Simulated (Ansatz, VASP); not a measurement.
## Two plane-wave programs on LiMgBN2

The input INCAR:

```
PREC = Accurate
ENCUT = 520
EDIFF = 1E-6
ISMEAR = 0
SIGMA = 0.05
LREAL = F
LASPH = T
NELM = 100
ALGO = Normal
ISIF = 2
LWAVE = F
LCHARG = F
GGA = PS
NBANDS = 17
```

The input KPOINTS:

```
regular mesh
0
Gamma
  8 8 8
```

The input POSCAR:

```
LiMgBN2
1.0
   -1.7966643998      1.7966643998      4.2069354163
    1.7966643998     -1.7966643998      4.2069354163
    1.7966643998      1.7966643998     -4.2069354163
Li Mg B N
1 1 1 2
Direct
    0.2500000000      0.7500000000      0.5000000000
    0.7500000000      0.2500000000      0.5000000000
    0.5000000000      0.5000000000      0.0000000000
    0.6335425343      0.6335425343      0.0000000000
    0.3664574657      0.3664574657      0.0000000000
```

Input for Ansatz:

```yaml
crystal:
  lattice:
    - [-1.7966643998, 1.7966643998, 4.2069354163]
    - [1.7966643998, -1.7966643998, 4.2069354163]
    - [1.7966643998, 1.7966643998, -4.2069354163]
  atoms:
    - { symbol: Li, position: [0.25, 0.75, 0.5] }
    - { symbol: Mg, position: [0.75, 0.25, 0.5] }
    - { symbol: B, position: [0.5, 0.5, 0.0] }
    - { symbol: "N", position: [0.6335425343, 0.6335425343, 0.0] }
    - { symbol: "N", position: [0.3664574657, 0.3664574657, 0.0] }
basis:
  ecutwfc: 520.0
kpoints:
  mp_grid: { grid: [8, 8, 8] }
hamiltonian:
  xc: pbesol
  pseudopotentials: { kind: paw }
scf:
  occupations: { method: gaussian, width: 0.05 }
output:
  forces: true
  stress: true
  eigenvalues: true
```

Alike in both runs: task single point; functional PBEsol; k mesh 8 × 8 × 8; occupations gaussian, width 0.05 eV; no spin polarisation.

|  | VASP | Ansatz |
| --- | --- | --- |
| version | VASP 6.6.1 | Ansatz 0.2.0 |
| potentials or method | VASP PAW PBE potentials, release 64 (Li_sv, Mg, B, N), cutoff 520 eV | scalar-relativistic, plane waves, PAW |
| valence electrons in the cell | 18 | 26 |

Ansatz gave:

```
gap on the k mesh at the Fermi level (eV) : 3.19
least direct gap on the mesh (eV)         : 3.24
rms of the force components (eV/Å)        : 8.079
```

Estimate VASP's values.

gap on the k mesh at the Fermi level (eV): 3.17; least direct gap on the mesh (eV): 3.21; rms of the force components (eV/Å): 8.118.

VASP's potentials were made for PBE, not for PBEsol. Atom by atom the forces differ by 0.039 eV/Å (rms over components). VASP's potentials hold 18 valence electrons a cell and Ansatz's 26, so a difference there can come from the potentials and not from the codes.

Noted on VASP's run: the cutoff is under 1.25 times that of the potentials, so the pressure is a little rough.
